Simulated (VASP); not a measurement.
Runs of VASP 6.6.1 on W7Au. The structure is that of space group F-43m (No. 216), or close to it. The cells are those of the table. 

| task | cell | k mesh | cutoff (eV) | gap on the mesh (eV) | pressure (GPa) | largest force (eV/Å) |
| --- | --- | --- | --- | --- | --- | --- |
| single point | a = 5.886 Å, angles 60.0°, 8 atoms | 4 × 4 × 4 | 520 | none | (a) | 8.48 |
| single point | a = 6.227 Å, angles 60.0°, 8 atoms | 4 × 4 × 4 | 520 | none | 0.4 | (b) |
| single point | a = 6.230 Å, angles 60.0°, 8 atoms | 8 × 8 × 8 | 520 | none | 0.3 | 0.06 |
| relaxation of cell and atoms | relaxed from a = 5.886 Å, angles 60.0°, 8 atoms | 4 × 4 × 4 | 600 | none | 0.1 | 0.02 |

Alike in all rows: level PBE; potentials or basis VASP PAW PBE potentials, release 64 (W_sv, Au); no spin polarisation; smearing gaussian 0.1 eV.

Q: Estimate the missing entries.

A: (a) 39.8; (b) 0.04.

Caveats: spin-orbit coupling is left out, which moves the levels of the heavy elements; forces of over 1 eV/Å act on the atoms, so gaps and moduli don't describe the material at rest (some runs).

A k mesh can miss the band edges, and the runs leave out spin-orbit coupling on Au, W.

A gap of «none» marks levels without a gap at the run's occupations.
